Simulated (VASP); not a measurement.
A run of VASP 6.6.1 is set up as follows.

The input POSCAR:

```
Li
1.0
    0.0000000000      2.0919000000      2.2020000000
    2.0919000000      0.0000000000      2.2020000000
    2.0919000000      2.0919000000      0.0000000000
Li
1
Direct
    0.0000000000      0.0000000000      0.0000000000
```

INCAR.step1

```
SYSTEM = Li
ALGO = Normal
EDIFF = 1E-5
ENCUT = 830
GGA = PE
GGA_COMPAT = .False.
ISMEAR = 0
LASPH = .True.
LCHARG = .False.
LREAL = .False.
LWAVE = .True.
NBANDS = 8
NELM = 120
PREC = Accurate
SIGMA = 0.15
```

The input INCAR.step2:

```
SYSTEM = Li
ALGO = Normal
EDIFF = 1E-6
ENCUT = 830
GGA_COMPAT = .False.
ISIF = 2
ISMEAR = 0
ISTART = 1
LASPH = .True.
LCHARG = .True.
LELF = .True.
LMIXTAU = .True.
LREAL = .False.
LVHAR = .True.
LWAVE = .False.
METAGGA = R2SCAN
NBANDS = 8
NELM = 120
PREC = Accurate
SIGMA = 0.15
```

The input KPOINTS:

```
k-points
0
Gamma
  18 18 18
  0 0 0
```

Potentials or basis: VASP PAW PBE potentials, release 64 (Li_sv).

The run is started by

```console
$ cat potpaw_PBE.64/Li_sv/POTCAR > POTCAR
$ cp INCAR.step1 INCAR
$ mpirun -np 1 vasp_std > vasp.out
$ cp INCAR.step2 INCAR
$ mpirun -np 1 vasp_std > vasp.out
```

Q: What does it give for the band gap on the k mesh?

A: Zero (an odd number of electrons rules out a gap without spin polarisation).

Q: Predict the pressure.

A: 1.0 GPa.

Stress tensor (GPa, compression positive):
```
1.12 0.00 0.00
0.00 1.12 0.00
0.00 0.00 0.85
```

Caveat: the cell differs from its parent crystal (strain -0.050 along x and y, +0.000 along z); the PAW data sets were made with another functional, which shifts forces and pressure a little.
